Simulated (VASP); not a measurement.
# Y in VASP: further runs

Y is run at these levels: PBE, PBEsol; tasks: single point.

Program: VASP 6.6.1. These are calculated values, not measurements. Logs are shortened: lines on timing, memory, paths and dates and some standing lists are left out, and cuts for length are marked.

## (1) The cell of the first run

The typed cell holds 3 atoms: a = 3.589 Å, b = 3.589 Å, c = 8.663 Å, α = 90.00°, β = 90.00°, γ = 120.00°.

## (2) Single point, PBE

The input, INCAR:

```
SYSTEM = Y
PREC = Accurate
ENCUT = 520
EDIFF = 1E-7
ISMEAR = 0
SIGMA = 0.1
LREAL = .False.
LASPH = .True.
NELM = 60
ALGO = Normal
ISIF = 2
LWAVE = .False.
LCHARG = .False.
GGA = PE
NBANDS = 24
```

The input, KPOINTS:

```
regular mesh
0
Gamma
  6 6 2
  0 0 0
```

The input, POSCAR:

```
Y
1.0
    3.5890068225      0.0000000000      0.0000000000
   -1.7945034113      3.1081710827      0.0000000000
    0.0000000000      0.0000000000      8.6631676848
Y
3
Direct
    0.3333333333      0.6666666667      0.8331082388
    0.0000000000      0.0000000000      0.5000000000
    0.6666666667      0.3333333333      0.1668917612
```

Potentials or basis: VASP PAW PBE potentials, release 64 (Y_sv).

Started as:

```bash
$ cat potpaw_PBE.64/Y_sv/POTCAR > POTCAR
$ mpirun -np 1 vasp_std > vasp.out
```

OUTCAR:

```text
SYSTEM = Y
   PREC = Accurate
   ENCUT = 520
   EDIFF = 1E-7
   ISMEAR = 0
   LREAL = .False.
   LASPH = .True.
   NELM = 60
   ISIF = 2
   GGA = PE

 ion  position               nearest neighbor table
   1  0.333  0.667  0.833-   2 3.55   2 3.55   2 3.55   3 3.56   3 3.56   3 3.56
   2  0.000  0.000  0.500-   1 3.55   3 3.55   3 3.55   1 3.55   3 3.55   1 3.55
   3  0.667  0.333  0.167-   2 3.55   2 3.55   2 3.55   1 3.56   1 3.56   1 3.56

  LATTYP: Found a hexagonal cell.
 ALAT       =     3.5890068225
 C/A-ratio  =     2.4138064131

  Lattice vectors:

 A1 = (   3.5890068225,   0.0000000000,   0.0000000000)
 A2 = (  -1.7945034113,   3.1081710827,   0.0000000000)
 A3 = (   0.0000000000,   0.0000000000,   8.6631676848)

Analysis of symmetry for initial positions (statically):
=====================================================================
 Subroutine PRICEL returns:
 Original cell was already a primitive cell.

 Routine SETGRP: Setting up the symmetry group for a
 hexagonal supercell.

 Subroutine GETGRP returns: Found 12 space group operations
 (whereof 12 operations were pure point group operations)
 out of a pool of 24 trial point group operations.

The static configuration has the point symmetry D_3d.

Analysis of symmetry for dynamics (positions and initial velocities):
=====================================================================
 Subroutine PRICEL returns:
 Original cell was already a primitive cell.

 Routine SETGRP: Setting up the symmetry group for a
 hexagonal supercell.

 Subroutine GETGRP returns: Found 12 space group operations
 (whereof 12 operations were pure point group operations)
 out of a pool of 24 trial point group operations.

The dynamic configuration has the point symmetry D_3d.

 Subroutine INISYM returns: Found 12 space group operations
 (whereof 12 operations are pure point group operations),
 and found     1 'primitive' translations

----------------------------------------------------------------------------------------

                                     Primitive cell

  volume of cell :      96.6398

  direct lattice vectors                    reciprocal lattice vectors
     3.589006823  0.000000000  0.000000000     0.278628615  0.160866306  0.000000000
    -1.794503411  3.108171083  0.000000000     0.000000000  0.321732612  0.000000000
     0.000000000  0.000000000  8.663167685     0.000000000  0.000000000  0.115431218

  length of vectors
     3.589006823  3.589006823  8.663167685     0.321732612  0.321732612  0.115431218

  position of ions in fractional coordinates (direct lattice)
     0.333333333  0.666666667  0.833108239
     0.000000000  0.000000000  0.500000000
     0.666666667  0.333333333  0.166891761

  ion indices of the primitive-cell ions
   primitive index   ion index
                 1           1
                 2           2
                 3           3

----------------------------------------------------------------------------------------

 KPOINTS: regular mesh

Automatic generation of k-mesh.
 Grid dimensions read from file:
 generate k-points for:    6    6    2

 Generating k-lattice:

  Cartesian coordinates                     Fractional coordinates (reciprocal lattice)
     0.046438102  0.026811051  0.000000000     0.166666667  0.000000000  0.000000000
     0.000000000  0.053622102  0.000000000     0.000000000  0.166666667  0.000000000
     0.000000000  0.000000000  0.057715609     0.000000000  0.000000000  0.500000000

  Length of vectors
     0.053622102  0.053622102  0.057715609

  Shift w.r.t. Gamma in fractional coordinates (k-lattice)
     0.000000000  0.000000000  0.000000000

 Subroutine IBZKPT returns following result:
 ===========================================

 Found     14 irreducible k-points:

 Following reciprocal coordinates:
            Coordinates               Weight
  0.000000  0.000000  0.000000      1.000000
  0.166667  0.000000  0.000000      6.000000
  0.333333  0.000000  0.000000      6.000000
  0.500000  0.000000  0.000000      3.000000
  0.166667  0.166667  0.000000      6.000000
  0.333333  0.166667  0.000000     12.000000
  0.333333  0.333333  0.000000      2.000000
  0.000000  0.000000  0.500000      1.000000
  0.166667  0.000000  0.500000      6.000000
  0.333333  0.000000  0.500000      6.000000
  0.500000  0.000000  0.500000      3.000000
  0.166667  0.166667  0.500000      6.000000
  0.333333  0.166667  0.500000     12.000000
  0.333333  0.333333  0.500000      2.000000
   k-points           NKPTS =     14   k-points in BZ     NKDIM =     14   number of bands    NBANDS=     24
   number of dos      NEDOS =    301   number of ions     NIONS =      3
   total plane-waves  NPLWV =  50176
   dimension x,y,z NGX =    28 NGY =   28 NGZ =   64
   dimension x,y,z NGXF=    56 NGYF=   56 NGZF=  128
   ions per type =               3
   NGX,Y,Z   is equivalent  to a cutoff of  12.97, 12.97, 12.28 a.u.
   NGXF,Y,Z  is equivalent  to a cutoff of  25.94, 25.94, 24.56 a.u.
 SYSTEM =  Y
   PREC   = accura    normal or accurate (medium, high low for compatibility)
   ISTART =      0    job   : 0-new  1-cont  2-samecut
   ICHARG =      2    charge: 1-file 2-atom 10-const
   ISPIN  =      1    spin polarized calculation?
   LNONCOLLINEAR =      F non collinear calculations
   LSORBIT =      F    spin-orbit coupling
   LASPH  =      T    aspherical Exc in radial PAW
   ENCUT  =  520.0 eV  38.22 Ry    6.18 a.u.   6.67  6.67 16.11*2*pi/ulx,y,z
   NELM   =     60;   NELMIN=  2; NELMDL= -5     # of ELM steps
   EDIFF  = 0.1E-06   stopping-criterion for ELM
   LREAL  =      F    real-space projection
   EDIFFG = 0.1E-05   stopping-criterion for IOM
   NSW    =      0    number of steps for IOM
   IBRION =     -1    ionic relax: 0-MD 1-quasi-New 2-CG
   NFREE  =      0    steps in history (QN), initial steepest desc. (CG)
   ISIF   =      2    stress and relaxation
   ISYM   =      2    0-nonsym 1-usesym 2-fastsym
   POTIM  = 0.5000    time-step for ionic-motion
   TEBEG  =    0.0;   TEEND  =   0.0 temperature during run
   PSTRESS=    0.0 pullay stress
   NELECT =      33.0000    total number of electrons
   NUPDOWN=      -1.0000    fix difference up-down
   EMIN   =  10.00;   EMAX   =-10.00  energy-range for DOS
   EFERMI =   0.00;   METHOD = LEGACY
   ISMEAR =     0;   SIGMA  =   0.10  broadening in eV -4-tet -1-fermi 0-gaus
   EFERMI_NEDOS =   21; number of points for ismear=-14 and -15
   IALGO  =     38    algorithm
   IMIX   =      4    mixing-type and parameters
     AMIX     =   0.40;   BMIX     =  1.00
     AMIX_MAG =   1.60;   BMIX_MAG =  1.00
  volume/ion in A,a.u.               =      32.21       217.39
  Fermi-wavevector in a.u.,A,eV,Ry     =   1.144267  2.162352 17.814758  1.309348
  Thomas-Fermi vector in A             =   2.280960
   LORBIT       =      0    0 simple, 1 ext, 2 COOP (PROOUT), +10 PAW based schemes
   GGA     = PE    functional components
   LHFCALC =     F    Hartree Fock is set to
   AEXX    =    0.0000 exact exchange contribution
   IVDW    =     0    specifies the selected vdW correction
   LEPSILON=     F    determine dielectric tensor
   LRPA    =     F    only Hartree local field effects (RPA)
 non-spin polarized calculation
 Gauss-broadening in eV      SIGMA  =   0.10
  energy-cutoff  :      520.00
  volume of cell :       96.64
 maximum number of plane-waves:      2625
 NGX is ok and might be reduce to    28

 number of electron      33.0000000 magnetization

 Free energy of the ion-electron system (eV)
  ---------------------------------------------------
  ext. energy  EPLUGINS =         0.00000000
  ---------------------------------------------------
  free energy    TOTEN  =       -19.26668665 eV

  energy without entropy =      -19.24811551  energy(sigma->0) =      -19.25740108

 E-fermi :   3.1785     XC(G=0):  -9.4968

 val. band max:        3.1014632549   @ k =   0.1667   0.1667   0.0000
 cond. band min:       3.2045339036   @ k =   0.5000   0.0000   0.0000
 fundamental gap:      0.1030706488
 Fermi energy:         3.1784792030

 k-point     1 :       0.0000    0.0000    0.0000
  band No.  band energies     occupation
      1     -39.4945      2.00000
      2     -39.4419      2.00000
      3     -39.4385      2.00000
      4     -19.6392      2.00000
      5     -19.6387      2.00000
      6     -19.2524      2.00000
[... 16 lines left out ...]
     23       5.0058      0.00000
     24       5.0630      0.00000

 k-point     2 :       0.1667    0.0000    0.0000
  band No.  band energies     occupation
      1     -39.4796      2.00000
      2     -39.4335      2.00000
      3     -39.4300      2.00000
      4     -19.6299      2.00000
      5     -19.6203      2.00000
      6     -19.3599      2.00000
[... 16 lines left out ...]
     23       5.4440      0.00000
     24       5.5763      0.00000

 k-point     3 :       0.3333    0.0000    0.0000
  band No.  band energies     occupation
      1     -39.4471      2.00000
      2     -39.4196      2.00000
      3     -39.4127      2.00000
      4     -19.6761      2.00000
      5     -19.6528      2.00000
      6     -19.5610      2.00000
[... 16 lines left out ...]
     23       5.5879      0.00000
     24       6.9665      0.00000

 k-point     4 :       0.5000    0.0000    0.0000
  band No.  band energies     occupation
      1     -39.4231      2.00000
      2     -39.4205      2.00000
      3     -39.4036      2.00000
      4     -19.7345      2.00000
      5     -19.7038      2.00000
      6     -19.7022      2.00000
[... 16 lines left out ...]
     23       5.3117      0.00000
     24       8.4559      0.00000

 k-point     5 :       0.1667    0.1667    0.0000
  band No.  band energies     occupation
      1     -39.4559      2.00000
      2     -39.4213      2.00000
      3     -39.4180      2.00000
      4     -19.6316      2.00000
      5     -19.6315      2.00000
      6     -19.4738      2.00000
[... 16 lines left out ...]
     23       5.9861      0.00000
     24       6.2637      0.00000

 k-point     6 :       0.3333    0.1667    0.0000
  band No.  band energies     occupation
      1     -39.4272      2.00000
      2     -39.4138      2.00000
      3     -39.4062      2.00000
      4     -19.6824      2.00000
      5     -19.6702      2.00000
      6     -19.6303      2.00000
[... 16 lines left out ...]
     23       5.7929      0.00000
     24       7.0966      0.00000

 k-point     7 :       0.3333    0.3333    0.0000
  band No.  band energies     occupation
      1     -39.4119      2.00000
      2     -39.4119      2.00000
      3     -39.4075      2.00000
      4     -19.5781      2.00000
      5     -19.5776      2.00000
      6     -19.5776      2.00000
[... 16 lines left out ...]
     23       6.3321      0.00000
     24       6.3321      0.00000

 k-point     8 :       0.0000    0.0000    0.5000
  band No.  band energies     occupation
      1     -39.4777      2.00000
      2     -39.4753      2.00000
      3     -39.4219      2.00000
      4     -19.7839      2.00000
      5     -19.3389      2.00000
      6     -19.3340      2.00000
[... 16 lines left out ...]
     23       5.1748      0.00000
     24       5.1748      0.00000

 k-point     9 :       0.1667    0.0000    0.5000
  band No.  band energies     occupation
      1     -39.4650      2.00000
      2     -39.4625      2.00000
      3     -39.4156      2.00000
      4     -19.7339      2.00000
      5     -19.4264      2.00000
      6     -19.3945      2.00000
[... 16 lines left out ...]
     23       5.4199      0.00000
     24       5.6109      0.00000

 k-point    10 :       0.3333    0.0000    0.5000
  band No.  band energies     occupation
      1     -39.4400      2.00000
      2     -39.4335      2.00000
      3     -39.4057      2.00000
      4     -19.6554      2.00000
      5     -19.6363      2.00000
      6     -19.5655      2.00000
[... 16 lines left out ...]
     23       6.4800      0.00000
     24       6.5645      0.00000

 k-point    11 :       0.5000    0.0000    0.5000
  band No.  band energies     occupation
      1     -39.4278      2.00000
      2     -39.4114      2.00000
      3     -39.4081      2.00000
      4     -19.7680      2.00000
      5     -19.6689      2.00000
      6     -19.6670      2.00000
[... 16 lines left out ...]
     23       6.9554      0.00000
     24       6.9642      0.00000

 k-point    12 :       0.1667    0.1667    0.5000
  band No.  band energies     occupation
      1     -39.4452      2.00000
      2     -39.4426      2.00000
      3     -39.4075      2.00000
      4     -19.6511      2.00000
      5     -19.5499      2.00000
      6     -19.5490      2.00000
[... 16 lines left out ...]
     23       5.7514      0.00000
     24       5.9030      0.00000

 k-point    13 :       0.3333    0.1667    0.5000
  band No.  band energies     occupation
      1     -39.4252      2.00000
      2     -39.4179      2.00000
      3     -39.4042      2.00000
      4     -19.7080      2.00000
      5     -19.6374      2.00000
      6     -19.6210      2.00000
[... 16 lines left out ...]
     23       6.1416      0.00000
     24       6.5929      0.00000

 k-point    14 :       0.3333    0.3333    0.5000
  band No.  band energies     occupation
      1     -39.4119      2.00000
      2     -39.4119      2.00000
      3     -39.4075      2.00000
      4     -19.6428      2.00000
      5     -19.6420      2.00000
      6     -19.6420      2.00000
[... 16 lines left out ...]
     23       6.0105      0.00000
     24       6.0105      0.00000

------------------------ aborting loop because EDIFF is reached ----------------------------------------

  FORCE on cell =-STRESS in cart. coord.  units (eV):
  Direction    XX          YY          ZZ          XY          YZ          ZX
  --------------------------------------------------------------------------------------
  -------------------------------------------------------------------------------------
  Total       -0.0767399     -0.0767399      0.1142653      0.0000000      0.0000000      0.0000000
  in kB       -1.2722605     -1.2722605      1.8943888      0.0000000      0.0000000      0.0000000
  external PRESSURE =      -0.2167107 kB  Pullay stress =       0.0000000 kB

 VOLUME and BASIS-vectors are now :
 -----------------------------------------------------------------------------
  energy-cutoff  :      520.00
  volume of cell :       96.64
      direct lattice vectors                 reciprocal lattice vectors
     3.589006823  0.000000000  0.000000000     0.278628615  0.160866306  0.000000000
    -1.794503411  3.108171083  0.000000000     0.000000000  0.321732612  0.000000000
     0.000000000  0.000000000  8.663167685     0.000000000  0.000000000  0.115431218

 POSITION                                       TOTAL-FORCE (eV/Angst)
 -----------------------------------------------------------------------------------
     -0.00000      2.07211      7.21736        -0.000000     -0.000000      0.010812
      0.00000      0.00000      4.33158         0.000000      0.000000      0.000000
      1.79450      1.03606      1.44581         0.000000      0.000000     -0.010812
 -----------------------------------------------------------------------------------
    total drift:                               -0.000000      0.000000     -0.000000

  FREE ENERGIE OF THE ION-ELECTRON SYSTEM (eV)
  ---------------------------------------------------
  free  energy   TOTEN  =       -19.2666866518 eV

  energy  without entropy=      -19.2481155120  energy(sigma->0) =      -19.25740108
```

Run time: 53 s. Hardware: 1 thread of Oxide Virtual Turin-like, shared host; peak memory 0.19 GiB.

What came out:

```yaml
Free_energy: -19.2667 eV
Pressure: 0.0 GPa
Largest_force: 0.011 eV/Å
Band_gap_on_the_k_mesh: zero (an odd number of electrons rules out a gap without spin polarisation)
```

Forces in eV/Å, atoms in the order of the input:
```
Y    0.000  0.000  0.011
Y    0.000  0.000  0.000
Y    0.000  0.000 -0.011
```

Caveat: the k points lie up to 0.36 Å⁻¹ apart, too coarse for converged energies and pressures of a metal.

## (3) Single point, PBE

This run uses another cell than the first one: it holds 1 atom, not 3.

The input, INCAR:

```
PREC = Accurate
ENCUT = 520
EDIFF = 1E-6
ISMEAR = 0
SIGMA = 0.1
LREAL = False
LASPH = True
NELM = 100
ALGO = Fast
ISIF = 2
LWAVE = False
LCHARG = False
GGA = PE
NBANDS = 12
```

The input, KPOINTS:

```
Automatic mesh
0
Gamma
  18 18 18
```

The input, POSCAR:

```
Y
1.0
    1.7894432978      1.0331355697      2.9223200133
   -1.7894432978      1.0331355697      2.9223200133
    0.0000000000     -2.0662711394      2.9223200133
Y
1
Direct
    0.5000000000      0.5000000000      0.5000000000
```

Potentials or basis: VASP PAW PBE potentials, release 64 (Y_sv).

Started as:

```bash
$ cat potpaw_PBE.64/Y_sv/POTCAR > POTCAR
$ mpirun -np 1 vasp_std > vasp.out
```

Wall time 7.1 min (1 thread of Oxide Virtual Turin-like, shared host); peak memory 0.34 GiB.

The run converged. Its results:

```
Free energy            : -6.4114 eV
Pressure               : -0.1 GPa
Band gap on the k mesh : zero (an odd number of electrons rules out a gap without spin polarisation)
```

Levels at points of the mesh, in eV from the Fermi level:
```
           k point  band 3  band 4  band 5  band 6  band 7  band 8
(0.00, 0.00, 0.00)  -22.37  -22.37   -4.76    1.79    1.79    1.79
(0.50, 0.00, 0.00)  -22.44  -22.44   -1.98    0.62    1.62    1.62
(0.50, 0.50, 0.00)  -22.57  -22.57   -1.75   -0.88    2.09    5.27
(0.50, 0.50, 0.50)  -22.44  -22.44   -1.98    0.62    1.62    1.62
```

(Continued in part 2 of 2.)

The gap in the log of VASP goes by the Fermi energy; the results here count the filled bands.